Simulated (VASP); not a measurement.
# Bi (P2/m) in VASP: notebook, part 2 of 2

VASP 6.6.1.

## Step 3: Single point, LDA

This run uses another cell than the first one, of 33.61 Å³/atom, 1.020 times its volume.

INCAR

```
SYSTEM = Bi
PREC = Accurate
ENCUT = 520
EDIFF = 1E-6
ISMEAR = -1
SIGMA = 0.05
LREAL = .FALSE.
LASPH = .TRUE.
NELM = 60
ALGO = Fast
ISIF = 2
LWAVE = .FALSE.
LCHARG = .TRUE.
GGA = CA
LELF = .TRUE.
LVHAR = .TRUE.
NBANDS = 22
```

KPOINTS

```
Automatic mesh
0
G
  8 8 4
  0 0 0
```

POSCAR

```
Bi
1.0
    3.2383762460      0.0000000000      0.0000000000
    0.0000000000      3.2216433200      0.0000000000
   -0.0804548793      0.0000000000      6.4438887882
Bi
2
Direct
    0.5442472500      0.0000000000      0.7495778900
    0.4557527500      0.0000000000      0.2504221100
```

Potentials or basis: VASP PAW LDA potentials, release 64 (Bi_d).

The run is started by

```bash
$ cat potpaw_LDA.64/Bi_d/POTCAR > POTCAR
$ mpirun -np 1 vasp_std > vasp.out
```

Wall time 50 s (1 thread of Intel Xeon Platinum 8559C (Emerald Rapids), shared host); peak memory 0.21 GiB.

It converged, with:

- Free energy: -9.0497 eV
- Pressure: -1.7 GPa
- Largest force: 0.017 eV/Å
- Band gap on the k mesh: zero (band 15 reaches 10.44 eV, above the bottom of band 16 at 4.16 eV)

Forces in eV/Å, atoms in the order of the input:
```
Bi  -0.009  0.000 -0.014
Bi   0.009  0.000  0.014
```

Stress tensor (GPa, compression positive):
```
-1.84  0.00 -0.10
 0.00 -1.10  0.00
-0.10  0.00 -2.06
```

Levels at points of the mesh, in eV from the Fermi level:
| k point | band 13 | band 14 | band 15 | band 16 | band 17 | band 18 |
| --- | --- | --- | --- | --- | --- | --- |
| (0.00, 0.00, 0.00) | -5.03 | 3.20 | 3.25 | 3.27 | 4.81 | 5.20 |
| (0.50, 0.00, 0.00) | -4.99 | -3.20 | -3.06 | 2.43 | 5.19 | 5.47 |
| (0.00, 0.50, 0.00) | -5.04 | -3.14 | -3.12 | 2.78 | 5.15 | 5.20 |
| (0.50, 0.50, 0.00) | -3.15 | -3.08 | -1.42 | -1.39 | -1.25 | 2.81 |
| (0.00, 0.00, 0.50) | -1.81 | -1.78 | 3.89 | 3.98 | 4.08 | 4.10 |
| (0.50, 0.00, 0.50) | -4.30 | -4.28 | 0.18 | 0.28 | 5.43 | 5.48 |
| (0.00, 0.50, 0.50) | -4.27 | -4.25 | 0.21 | 0.25 | 5.48 | 5.48 |
| (0.50, 0.50, 0.50) | -2.43 | -2.41 | -2.40 | -2.38 | 2.14 | 2.25 |

Caveat: spin-orbit coupling is left out, which moves the levels of the heavy elements.

## Step 4: Single point, LDA

This run uses another cell than the first one, of 34.29 Å³/atom, 1.041 times its volume.

INCAR

```
SYSTEM = Bi
  PREC = Accurate
  ENCUT = 520
  EDIFF = 1E-6
  ISMEAR = -1
  SIGMA = 0.05
  LREAL = .False.
  LASPH = .True.
  NELM = 60
  ALGO = Fast
  ISIF = 2
  LWAVE = .False.
  LCHARG = .False.
  NBANDS = 22
```

KPOINTS

```
Automatic mesh
0
Gamma
  8 8 4
  0 0 0
```

POSCAR

```
Bi
1.0
    3.2598230713      0.0000000000      0.0000000000
    0.0000000000      3.2429793280      0.0000000000
   -0.0809877086      0.0000000000      6.4865647921
Bi
2
Direct
    0.5442472500      0.0000000000      0.7495778900
    0.4557527500      0.0000000000      0.2504221100
```

Potentials or basis: VASP PAW LDA potentials, release 64 (Bi_d).

The run is started by

```bash
$ cat potpaw_LDA.64/Bi_d/POTCAR > POTCAR
$ mpirun -np 1 vasp_std > vasp.out
```

OUTCAR:

```text
SYSTEM = Bi
   PREC = Accurate
   ENCUT = 520
   EDIFF = 1E-6
   ISMEAR = -1
   LREAL = .False.
   LASPH = .True.
   NELM = 60
   ISIF = 2

 ion  position               nearest neighbor table
   1  0.544  0.000  0.750-   2 3.25   2 3.27
   2  0.456  0.000  0.250-   1 3.25   1 3.27

  LATTYP: Found a simple monoclinic cell.
 ALAT       =     3.2598230713
 B/A-ratio  =     0.9948329271
 C/A-ratio  =     1.9900068852
 COS(beta)  =    -0.0124844813

  Lattice vectors:

[... 787 lines left out ...]
------------------------ aborting loop because EDIFF is reached ----------------------------------------

  FORCE on cell =-STRESS in cart. coord.  units (eV):
  Direction    XX          YY          ZZ          XY          YZ          ZX
  --------------------------------------------------------------------------------------
  -------------------------------------------------------------------------------------
  Total       -1.1838853     -0.8849013     -1.2744413      0.0000000      0.0000000     -0.0320106
  in kB      -27.6609602    -20.6753305    -29.7767616      0.0000000      0.0000000     -0.7479146
  external PRESSURE =     -26.0376841 kB  Pullay stress =       0.0000000 kB

 VOLUME and BASIS-vectors are now :
 -----------------------------------------------------------------------------
  energy-cutoff  :      520.00
  volume of cell :       68.57
      direct lattice vectors                 reciprocal lattice vectors
     3.259823071  0.000000000  0.000000000     0.306765115  0.000000000  0.003830102
     0.000000000  3.242979328  0.000000000     0.000000000  0.308358426  0.000000000
    -0.080987709  0.000000000  6.486564792     0.000000000  0.000000000  0.154164806

 POSITION                                       TOTAL-FORCE (eV/Angst)
 -----------------------------------------------------------------------------------
      1.71344      0.00000      4.86219        -0.014492      0.000000     -0.016410
      1.46539      0.00000      1.62438         0.014492      0.000000      0.016410
 -----------------------------------------------------------------------------------
    total drift:                                0.000000     -0.000000      0.000000

  FREE ENERGIE OF THE ION-ELECTRON SYSTEM (eV)
  ---------------------------------------------------
  free  energy   TOTEN  =        -9.0323841922 eV

  energy  without entropy=       -9.0180205957  energy(sigma->0) =       -9.02520239
```

stdout:

```text
POSCAR found type information on POSCAR Bi
 POSCAR found :  1 types and       2 ions
 scaLAPACK will be used
 LDA part: xc-table for (Slater(with rela. corr.)+CA(PZ))
 , standard interpolation
 POSCAR, INCAR and KPOINTS ok, starting setup
 FFT: planning ... GRIDC
 FFT: planning ... GRID_SOFT
 FFT: planning ... GRID
 WAVECAR not read
 entering main loop
WARNING in EDDRMM: call to ZHEGV failed, returncode =   8  4     22
```

It took 43 s on 1 thread of Intel Xeon Platinum 8559C (Emerald Rapids), shared host; peak memory 0.21 GiB.

What came out:

```yaml
Free_energy: -9.0324 eV
Pressure: -2.6 GPa
Largest_force: 0.022 eV/Å
Band_gap_on_the_k_mesh: zero (band 15 reaches 10.13 eV, above the bottom of band 16 at 3.99 eV)
```

Forces in eV/Å, atoms in the order of the input:
```
Bi  -0.014  0.000 -0.016
Bi   0.014  0.000  0.016
```

Stress tensor (GPa, compression positive):
```
-2.77  0.00 -0.07
 0.00 -2.07  0.00
-0.07  0.00 -2.98
```

Caveat: spin-orbit coupling is left out, which moves the levels of the heavy elements.

## Step 5: The runs side by side

```tsv
cell	gap on the mesh (eV)	pressure (GPa)	largest force (eV/Å)
a = 3.217, b = 3.200, c = 6.401 Å, angles 90.0, 90.7, 90.0°, 2 atoms	none	-0.6	0.01
a = 3.238, b = 3.222, c = 6.444 Å, angles 90.0, 90.7, 90.0°, 2 atoms	none	-1.7	0.02
a = 3.260, b = 3.243, c = 6.487 Å, angles 90.0, 90.7, 90.0°, 2 atoms	none	-2.6	0.02
```

Alike in all rows: task single point; level LDA; potentials or basis VASP PAW LDA potentials, release 64 (Bi_d); no spin polarisation; k mesh 8 × 8 × 4; cutoff (eV) 520; smearing fermi-dirac 0.05 eV.

Caveats: spin-orbit coupling is left out, which moves the levels of the heavy elements.

Absolute energies hang on the potentials; compare differences alone.
